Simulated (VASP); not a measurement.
A run of VASP 6.6.1 is set up as follows.

POSCAR

```
PbSe
1.0
    0.0000000000      3.4232041400      3.4232041400
    3.4232041400      0.0000000000      3.4232041400
    3.4232041400      3.4232041400      0.0000000000
Pb Se
1 1
Direct
    0.0000000000      0.0000000000      0.0000000000
    0.2500000000      0.2500000000      0.2500000000
```

File INCAR.step1:

```
ALGO = Normal
EDIFF = 1E-5
ENCUT = 520
GGA = PE
ISIF = 2
ISMEAR = 0
LASPH = True
LCHARG = False
LREAL = False
LWAVE = True
NBANDS = 17
NELM = 60
PREC = Accurate
SIGMA = 0.01
```

Contents of INCAR.step2:

```
ALGO = Normal
EDIFF = 1E-6
ENCUT = 520
GGA = PE
HFSCREEN = 0.2079
ISIF = 2
ISMEAR = 0
ISTART = 1
LASPH = True
LCHARG = False
LHFCALC = True
LREAL = False
LWAVE = False
NBANDS = 17
NELM = 60
PREC = Accurate
PRECFOCK = Normal
SIGMA = 0.01
```

File KPOINTS:

```
k-points
0
Gamma
  4 4 4
```

Potentials or basis: VASP PAW PBE potentials, release 64 (Pb_d, Se).

Launch:

```bash
$ cat potpaw_PBE.64/Pb_d/POTCAR potpaw_PBE.64/Se/POTCAR > POTCAR
$ cp INCAR.step1 INCAR
$ mpirun -np 1 vasp_std > vasp.out
$ cp INCAR.step2 INCAR
$ mpirun -np 1 vasp_std > vasp.out
```

(1) What does it give for the band gap on the k mesh?

(2) Estimate the pressure.

Answers

(1) 1.07 eV (least direct gap 1.66 eV).

(2) 0.0 GPa.

Caveat: the structure was generated, so it needn't be the stable form of PbSe; the PAW data sets were made with another functional, which shifts forces and pressure a little; spin-orbit coupling is left out, which moves the levels of the heavy elements.
